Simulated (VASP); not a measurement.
## Pb: single point with LDA

Crystal: Pb.

```xyz
1
Lattice="0.0000 1.8415 1.8415 1.8415 0.0000 1.8415 1.8415 1.8415 0.0000" Properties=species:S:1:pos:R:3 pbc="T T T"
Pb    0.0000    0.0000    0.0000
```

```
Program             : VASP 6.6.1
Task                : single point
Functional          : LDA
Potentials or basis : VASP PAW LDA potentials, release 64 (Pb_d)
Cutoff              : 500 eV
k mesh              : 15 × 15 × 15
Occupations         : fermi-dirac, width 0.05 eV
Spin                : no spin polarisation
```

| Item | Value |
| --- | --- |
| Pressure | 357.6 GPa |
| Band gap on the k mesh | zero (bands 7 and 8 overlap by 11.72 eV) |

Levels at points of the mesh, in eV from the Fermi level:
| k point | band 5 | band 6 | band 7 | band 8 | band 9 | band 10 |
| --- | --- | --- | --- | --- | --- | --- |
| (0.00, 0.00, 0.00) | -19.88 | -19.88 | 6.28 | 11.36 | 11.36 | 11.36 |

Wall time 6.9 s on 1 thread of Intel(R) Xeon(R) 6975P-C (Granite Rapids), on a shared host, peak memory 0.13 GiB.

Caveat: the cell stands under pressure; spin-orbit coupling is left out, which moves the levels of the heavy elements.
